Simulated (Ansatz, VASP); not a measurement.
One calculation of C, two programs

```
C
1.0
     0.00000    2.11665    3.35975
     1.22278    0.00000    3.35975
     1.22278    2.11665    0.00000
C
2
Cartesian
  1.3642 0.8471 3.2597
  1.2228 3.5276 3.3597
```

Alike in both runs: task single point; functional LDA; k mesh 16 × 16 × 16; occupations gaussian, width 0.03 eV; no spin polarisation.

|  | VASP | Ansatz |
| --- | --- | --- |
| version | VASP 6.6.1 | Ansatz 0.2.0 |
| potentials or method | VASP PAW LDA potentials, release 64 (C), cutoff 520 eV | scalar-relativistic, plane waves, PAW |
| valence electrons in the cell | 8 | 8 |

|  | VASP | Ansatz | Ansatz less VASP |
| --- | --- | --- | --- |
| gap on the k mesh at the Fermi level (eV) | none | none | - |
| pressure (GPa) | 21.7 | 21.0 | -0.74 |
| traceless stress, the component that is largest in VASP (GPa) | 33.11 | 32.54 | -0.575 |
| rms of the force components (eV/Å) | 7.555 | 7.542 | -0.0135 |

LDA's correlation is that of Perdew and Zunger in VASP and of Perdew and Wang (1992) in Ansatz. Atom by atom the forces differ by 0.015 eV/Å (rms over components). A gap of «none» marks a metal or a gap that the smearing closes.
